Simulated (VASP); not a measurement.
# AlN (Cmcm) in VASP: a series of runs

The runs below take AlN through single point, with PBE.

Everything below comes from runs of VASP 6.6.1. Logs are shortened: lines on timing, memory, paths and dates and some standing lists are left out, and cuts for length are marked.

## (1) The cell of the first run

It takes space group Cmcm (No. 63, orthorhombic). Conventional cell: a = 4.003 Å, b = 4.003 Å, c = 4.003 Å, α = 90.00°, β = 90.00°, γ = 90.00°. Within 2.6 Å of Al (site symmetry m2m) lie 6 N at 1.97 to 2.03 Å. N (site symmetry m2m) has 6 Al at 1.97 to 2.03 Å within 2.6 Å.

## (2) Single point, PBE

File INCAR:

```
SYSTEM = AlN
ALGO = Normal ; EDIFF = 1E-7
ENCUT = 520 ; GGA = PE
ISIF = 2 ; ISMEAR = 0
LASPH = .TRUE. ; LCHARG = .TRUE.
LELF = .TRUE. ; LREAL = .FALSE.
LVHAR = .TRUE. ; LWAVE = .FALSE.
NBANDS = 16 ; NELM = 100
PREC = Accurate ; SIGMA = 0.05
```

File KPOINTS:

```
k-points
0
G
  8 8 6
  0 0 0
```

File POSCAR:

```
AlN
1.0
    0.0000000000     -2.0013268331     -2.0013268331
    0.0000000000      2.0013268331     -2.0013268331
    4.0026536662      0.0000000000      0.0000000000
Al N
2 2
Direct
    0.5115952475      0.4884047525      0.0000000000
   -0.0115952475      0.0115952475      0.5000000000
    0.4957933423      0.5042066577      0.5000000000
    0.0042066577      0.9957933423      0.0000000000
```

Potentials or basis: VASP PAW PBE potentials, release 64 (Al, N).

The run is started by

```
> cat potpaw_PBE.64/Al/POTCAR potpaw_PBE.64/N/POTCAR > POTCAR
> mpirun -np 1 vasp_std > vasp.out
```

OUTCAR:

```text
SYSTEM = AlN
   EDIFF = 1E-7
   ENCUT = 520
   GGA = PE
   ISIF = 2
   ISMEAR = 0
   LASPH = .TRUE.
   LREAL = .FALSE.
   NELM = 100
   PREC = Accurate

 ion  position               nearest neighbor table
   1  0.512  0.488  0.000-   4 1.97   4 2.00   4 2.00   3 2.00   3 2.00   4 2.03   2 2.77   2 2.77
                             2 2.83   2 2.83   2 2.83   2 2.83   2 2.90   2 2.90
   2  0.988  0.012  0.500-   3 1.97   3 2.00   3 2.00   4 2.00   4 2.00   3 2.03   1 2.77   1 2.77
                             1 2.83   1 2.83   1 2.83   1 2.83   1 2.90   1 2.90
   3  0.496  0.504  0.500-   2 1.97   2 2.00   2 2.00   1 2.00   1 2.00   2 2.03
   4  0.004  0.996  0.000-   1 1.97   1 2.00   1 2.00   2 2.00   2 2.00   1 2.03

  LATTYP: Found a simple tetragonal cell.
 ALAT       =     2.8303035501
 C/A-ratio  =     1.4142135624

  Lattice vectors:

 A1 = (   0.0000000000,  -2.0013268331,  -2.0013268331)
 A2 = (   0.0000000000,   2.0013268331,  -2.0013268331)
 A3 = (   4.0026536662,   0.0000000000,   0.0000000000)

Analysis of symmetry for initial positions (statically):
=====================================================================
 Subroutine PRICEL returns:
 Original cell was already a primitive cell.

 Routine SETGRP: Setting up the symmetry group for a
 simple tetragonal supercell.

 Subroutine GETGRP returns: Found  8 space group operations
 (whereof  4 operations were pure point group operations)
 out of a pool of 16 trial point group operations.

The static configuration has the point symmetry C_2v.
 The point group associated with its full space group is D_2h.

Analysis of symmetry for dynamics (positions and initial velocities):
=====================================================================
 Subroutine PRICEL returns:
 Original cell was already a primitive cell.

 Routine SETGRP: Setting up the symmetry group for a
 simple tetragonal supercell.

 Subroutine GETGRP returns: Found  8 space group operations
 (whereof  4 operations were pure point group operations)
 out of a pool of 16 trial point group operations.

The dynamic configuration has the point symmetry C_2v.
 The point group associated with its full space group is D_2h.

 Subroutine INISYM returns: Found  8 space group operations
 (whereof  4 operations are pure point group operations),
 and found     1 'primitive' translations

----------------------------------------------------------------------------------------

                                     Primitive cell

[... 92 lines left out ...]
   ENCUT  =  520.0 eV  38.22 Ry    6.18 a.u.   5.26  5.26  7.44*2*pi/ulx,y,z
   NELM   =    100;   NELMIN=  2; NELMDL= -5     # of ELM steps
   EDIFF  = 0.1E-06   stopping-criterion for ELM
   LREAL  =      F    real-space projection
   EDIFFG = 0.1E-05   stopping-criterion for IOM
   NSW    =      0    number of steps for IOM
   IBRION =     -1    ionic relax: 0-MD 1-quasi-New 2-CG
   NFREE  =      0    steps in history (QN), initial steepest desc. (CG)
   ISIF   =      2    stress and relaxation
   ISYM   =      2    0-nonsym 1-usesym 2-fastsym
   POTIM  = 0.5000    time-step for ionic-motion
   TEBEG  =    0.0;   TEEND  =   0.0 temperature during run
   PSTRESS=    0.0 pullay stress
   NELECT =      16.0000    total number of electrons
   NUPDOWN=      -1.0000    fix difference up-down
   EMIN   =  10.00;   EMAX   =-10.00  energy-range for DOS
   EFERMI =   0.00;   METHOD = LEGACY
   ISMEAR =     0;   SIGMA  =   0.05  broadening in eV -4-tet -1-fermi 0-gaus
   EFERMI_NEDOS =   21; number of points for ismear=-14 and -15
   IALGO  =     38    algorithm
   IMIX   =      4    mixing-type and parameters
     AMIX     =   0.40;   BMIX     =  1.00
     AMIX_MAG =   1.60;   BMIX_MAG =  1.00
  volume/ion in A,a.u.               =       8.02        54.09
  Fermi-wavevector in a.u.,A,eV,Ry     =   1.298505  2.453818 22.940975  1.686114
  Thomas-Fermi vector in A             =   2.429829
   LORBIT       =      0    0 simple, 1 ext, 2 COOP (PROOUT), +10 PAW based schemes
   GGA     = PE    functional components
   LHFCALC =     F    Hartree Fock is set to
   AEXX    =    0.0000 exact exchange contribution
   IVDW    =     0    specifies the selected vdW correction
   LEPSILON=     F    determine dielectric tensor
   LRPA    =     F    only Hartree local field effects (RPA)
 non-spin polarized calculation
 Gauss-broadening in eV      SIGMA  =   0.05
  energy-cutoff  :      520.00
  volume of cell :       32.06
 maximum number of plane-waves:       888
 NGX is ok and might be reduce to    24
   NGX = 11   NGY = 11   NGZ = 15

 number of electron      15.9999998 magnetization

 Free energy of the ion-electron system (eV)
  ---------------------------------------------------
  ext. energy  EPLUGINS =         0.00000000
  ---------------------------------------------------
  free energy    TOTEN  =       -28.99731967 eV

  energy without entropy =      -28.99731967  energy(sigma->0) =      -28.99731967

 E-fermi :  10.5937     XC(G=0): -12.4276

 val. band max:       10.3624155104   @ k =   0.0000   0.0000   0.0000
 cond. band min:      15.2510712186   @ k =   0.5000   0.5000   0.0000
 fundamental gap:      4.8886557082
 Fermi energy:        10.5937116270

 k-point     1 :       0.0000    0.0000    0.0000
  band No.  band energies     occupation
      1      -7.4706      2.00000
      2      -3.0643      2.00000
      3       2.7748      2.00000
      4       7.4841      2.00000
      5       7.4849      2.00000
      6      10.3514      2.00000
[... 433 lines left out ...]
      3       3.3730      2.00000
      4       5.6743      2.00000
      5       6.6200      2.00000
      6       8.1091      2.00000
[... 8 lines left out ...]
     15      23.1838      0.00000
     16      24.9814      0.00000

 [... further k-points ...]
[... 5 lines left out ...]
  --------------------------------------------------------------------------------------
  -------------------------------------------------------------------------------------
  Total        2.8006112      2.8647024      2.7177252      0.0000000      0.0000000      0.0000000
  in kB      139.9424128    143.1449566    135.8007226      0.0000000      0.0000000      0.0000000
  external PRESSURE =     139.6293640 kB  Pullay stress =       0.0000000 kB

 VOLUME and BASIS-vectors are now :
 -----------------------------------------------------------------------------
  energy-cutoff  :      520.00
  volume of cell :       32.06
      direct lattice vectors                 reciprocal lattice vectors
     0.000000000 -2.001326833 -2.001326833     0.000000000 -0.249834256 -0.249834256
     0.000000000  2.001326833 -2.001326833     0.000000000  0.249834256 -0.249834256
     4.002653666  0.000000000  0.000000000     0.249834256  0.000000000  0.000000000

 POSITION                                       TOTAL-FORCE (eV/Angst)
 -----------------------------------------------------------------------------------
      0.00000     -0.04641     -2.00133         0.000000      0.554017      0.000000
      2.00133     -1.95492     -2.00133         0.000000     -0.554017      0.000000
      2.00133      0.01684     -2.00133         0.000000     -0.041115      0.000000
      0.00000      1.98449     -2.00133         0.000000      0.041115      0.000000
 -----------------------------------------------------------------------------------
    total drift:                               -0.000000      0.000000     -0.000000

  FREE ENERGIE OF THE ION-ELECTRON SYSTEM (eV)
  ---------------------------------------------------
  free  energy   TOTEN  =       -28.9973196712 eV

  energy  without entropy=      -28.9973196712  energy(sigma->0) =      -28.99731967
```

stdout:

```text
POSCAR found type information on POSCAR AlN
 POSCAR found :  2 types and       4 ions
 scaLAPACK will be used
 LDA part: xc-table for (Slater+PW92), standard interpolation
 POSCAR, INCAR and KPOINTS ok, starting setup
 FFT: planning ... GRIDC
 FFT: planning ... GRID_SOFT
 FFT: planning ... GRID
 WAVECAR not read
 entering main loop
```

It took 44 s on 1 thread of Intel Xeon Platinum 8259CL at 2.50GHz (Skylake/Cascade Lake), shared host; peak memory 0.16 GiB.

What came out:

| Item | Value |
| --- | --- |
| Free energy | -28.9973 eV |
| Pressure | 14.0 GPa |
| Largest force | 0.554 eV/Å |
| Band gap on the k mesh | 4.89 eV |

Forces on the atoms (eV/Å):
```
Al   0.000  0.554  0.000
Al   0.000 -0.554  0.000
N    0.000 -0.041  0.000
N    0.000  0.041  0.000
```

Stress tensor (GPa, compression positive):
```
13.99  0.00  0.00
 0.00 14.31  0.00
 0.00  0.00 13.58
```

Levels at points of the mesh, in eV from the valence-band top:
| k point | band 6 | band 7 | band 8 | band 9 | band 10 | band 11 |
| --- | --- | --- | --- | --- | --- | --- |
| (0.00, 0.00, 0.00) | -0.01 | 0.00 | 0.00 | 4.90 | 5.25 | 6.11 |
| (0.50, 0.00, 0.00) | -4.27 | -1.20 | -1.17 | 8.50 | 8.68 | 10.54 |
| (0.50, 0.50, 0.00) | -2.88 | -2.88 | -2.88 | 4.89 | 4.90 | 5.24 |
| (0.00, 0.00, 0.50) | -1.68 | -1.68 | -1.68 | 7.47 | 7.47 | 8.08 |
| (0.50, 0.00, 0.50) | -1.14 | -1.13 | -1.13 | 6.32 | 6.32 | 11.23 |
| (0.50, 0.50, 0.50) | -5.87 | -3.99 | -3.99 | 8.41 | 8.41 | 10.87 |

A k mesh can miss the band edges. PBE gaps usually lie below the measured ones, often by a third to a half.

## (3) Single point, PBE

This run uses another cell than the first one, of 8.22 Å³/atom, 1.026 times its volume.

File INCAR:

```
PREC     = Accurate       # precision mode
ENCUT    = 520            # plane-wave cutoff, eV
EDIFF    = 1E-7           # SCF threshold, eV
ISMEAR   = 0              # smearing method
SIGMA    = 0.05           # smearing width, eV
LREAL    = False          # projectors in reciprocal space
LASPH    = True           # aspherical terms in the spheres
NELM     = 80             # most SCF steps
ALGO     = Normal         # electronic algorithm
ISIF     = 2              # what is computed and relaxed
LWAVE    = False          # write WAVECAR
LCHARG   = False          # write CHGCAR
GGA      = PE             # functional
NBANDS   = 16             # bands
```

File KPOINTS:

```
regular mesh
0
Gamma
  8 8 6
```

File POSCAR:

```
AlN
1.0
    0.0000000000     -2.0184234927     -2.0184234927
    0.0000000000      2.0184234927     -2.0184234927
    4.0368469854      0.0000000000      0.0000000000
Al N
2 2
Direct
    0.5057976238      0.4942023762      0.0000000000
   -0.0057976238      0.0057976238      0.5000000000
    0.4978966712      0.5021033288      0.5000000000
    0.0021033288      0.9978966712      0.0000000000
```

Potentials or basis: VASP PAW PBE potentials, release 64 (Al, N).

The run is started by

```
> cat potpaw_PBE.64/Al/POTCAR potpaw_PBE.64/N/POTCAR > POTCAR
> mpirun -np 1 vasp_std > vasp.out
```

OUTCAR:

```text
PREC = Accurate
   ENCUT = 520
   EDIFF = 1E-7
   ISMEAR = 0
   LREAL = False
   LASPH = True
   NELM = 80
   ISIF = 2
   GGA = PE

 ion  position               nearest neighbor table
   1  0.506  0.494  0.000-   4 2.00   4 2.02   4 2.02   3 2.02   3 2.02   4 2.03   2 2.82   2 2.82
                             2 2.85   2 2.85   2 2.85   2 2.85   2 2.89   2 2.89
   2  0.994  0.006  0.500-   3 2.00   3 2.02   3 2.02   4 2.02   4 2.02   3 2.03   1 2.82   1 2.82
                             1 2.85   1 2.85   1 2.85   1 2.85   1 2.89   1 2.89
   3  0.498  0.502  0.500-   2 2.00   2 2.02   2 2.02   1 2.02   1 2.02   2 2.03
[... 663 lines left out ...]
  -------------------------------------------------------------------------------------
  Total        1.3071261      1.3229257      1.2879142      0.0000000      0.0000000      0.0000000
  in kB       63.6694656     64.4390575     62.7336621      0.0000000      0.0000000      0.0000000
  external PRESSURE =      63.6140617 kB  Pullay stress =       0.0000000 kB

 VOLUME and BASIS-vectors are now :
 -----------------------------------------------------------------------------
  energy-cutoff  :      520.00
  volume of cell :       32.89
      direct lattice vectors                 reciprocal lattice vectors
     0.000000000 -2.018423493 -2.018423493     0.000000000 -0.247718084 -0.247718084
     0.000000000  2.018423493 -2.018423493     0.000000000  0.247718084 -0.247718084
     4.036846985  0.000000000  0.000000000     0.247718084  0.000000000  0.000000000

 POSITION                                       TOTAL-FORCE (eV/Angst)
 -----------------------------------------------------------------------------------
      0.00000     -0.02340     -2.01842         0.000000      0.256759      0.000000
      2.01842     -1.99502     -2.01842         0.000000     -0.256759      0.000000
      2.01842      0.00849     -2.01842         0.000000     -0.033350      0.000000
      0.00000      2.00993     -2.01842         0.000000      0.033350      0.000000
 -----------------------------------------------------------------------------------
    total drift:                               -0.000000      0.000000      0.000000

  FREE ENERGIE OF THE ION-ELECTRON SYSTEM (eV)
  ---------------------------------------------------
  free  energy   TOTEN  =       -29.0694297332 eV

  energy  without entropy=      -29.0694297332  energy(sigma->0) =      -29.06942973
```

stdout:

```text
POSCAR found type information on POSCAR AlN
 POSCAR found :  2 types and       4 ions
 scaLAPACK will be used
 LDA part: xc-table for (Slater+PW92), standard interpolation
 POSCAR, INCAR and KPOINTS ok, starting setup
 FFT: planning ... GRIDC
 FFT: planning ... GRID_SOFT
 FFT: planning ... GRID
 WAVECAR not read
 entering main loop
```

Run time: 40 s. Hardware: 1 thread of Intel Xeon Platinum 8259CL at 2.50GHz (Skylake/Cascade Lake), shared host; peak memory 0.16 GiB.

What came out:

- Free energy: -29.0694 eV
- Pressure: 6.4 GPa
- Largest force: 0.257 eV/Å
- Band gap on the k mesh: 4.65 eV

Forces in eV/Å, atoms in the order of the input:
```
Al   0.000  0.257  0.000
Al   0.000 -0.257  0.000
N    0.000 -0.033  0.000
N    0.000  0.033  0.000
```

A k mesh can miss the band edges.

## (4) Single point, PBE

This run uses another cell than the first one, of 8.22 Å³/atom, 1.026 times its volume.

File INCAR:

```
SYSTEM = AlN
PREC     = Accurate       ! precision mode
ENCUT    = 520            ! plane-wave cutoff, eV
EDIFF    = 1E-6           ! SCF threshold, eV
ISMEAR   = 0              ! smearing method
SIGMA    = 0.05           ! smearing width, eV
LREAL    = .FALSE.        ! projectors in reciprocal space
LASPH    = .TRUE.         ! aspherical terms in the spheres
NELM     = 60             ! most SCF steps
ALGO     = Normal         ! electronic algorithm
ISIF     = 2              ! what is computed and relaxed
LWAVE    = .FALSE.        ! write WAVECAR
LCHARG   = .FALSE.        ! write CHGCAR
GGA      = PE             ! functional
NBANDS   = 16             ! bands
```

File KPOINTS:

```
Automatic mesh
0
G
  8 8 6
  0 0 0
```

File POSCAR:

```
AlN
1.0
    0.0000000000     -2.0184234927     -2.0184234927
    0.0000000000      2.0184234927     -2.0184234927
    4.0368469854      0.0000000000      0.0000000000
Al N
2 2
Direct
    0.5115952475      0.4884047525      0.0000000000
   -0.0115952475      0.0115952475      0.5000000000
    0.4957933423      0.5042066577      0.5000000000
    0.0042066577      0.9957933423      0.0000000000
```

The run is started by

```
> cat potpaw_PBE.64/Al/POTCAR potpaw_PBE.64/N/POTCAR > POTCAR
> mpirun -np 1 vasp_std > vasp.out
```

Run time: 32 s. Hardware: 1 thread of Intel Xeon Platinum 8259CL at 2.50GHz (Skylake/Cascade Lake), shared host; peak memory 0.16 GiB.

Results (log left out):

```yaml
Free_energy: -29.0505 eV
Pressure: 6.5 GPa
Largest_force: 0.516 eV/Å
Band_gap_on_the_k_mesh: 4.64 eV
```

Forces on the atoms (eV/Å):
```
Al   0.000  0.516  0.000
Al   0.000 -0.516  0.000
N    0.000 -0.066  0.000
N    0.000  0.066  0.000
```

Stress tensor (GPa, compression positive):
```
6.54 0.00 0.00
0.00 6.82 0.00
0.00 0.00 6.14
```

Levels at points of the mesh, in eV from the valence-band top:
| k point | band 5 | band 6 | band 7 | band 8 | band 9 | band 10 | band 11 | band 12 |
| --- | --- | --- | --- | --- | --- | --- | --- | --- |
| (0.00, 0.00, 0.00) | -2.81 | -0.01 | 0.00 | 0.00 | 4.65 | 5.29 | 5.74 | 12.10 |
| (0.50, 0.00, 0.00) | -4.17 | -4.16 | -1.15 | -1.13 | 8.31 | 8.49 | 10.39 | 10.54 |
| (0.50, 0.50, 0.00) | -2.81 | -2.81 | -2.81 | -2.81 | 4.64 | 4.65 | 5.28 | 5.29 |
| (0.00, 0.00, 0.50) | -1.64 | -1.64 | -1.64 | -1.64 | 7.47 | 7.47 | 7.78 | 7.78 |
| (0.50, 0.00, 0.50) | -1.09 | -1.09 | -1.08 | -1.08 | 6.15 | 6.15 | 11.03 | 11.03 |
| (0.50, 0.50, 0.50) | -5.73 | -5.73 | -3.92 | -3.92 | 8.14 | 8.14 | 10.72 | 10.72 |

A k mesh can miss the band edges. PBE gaps usually lie below the measured ones, often by a third to a half.

[end of part 1 of 2]
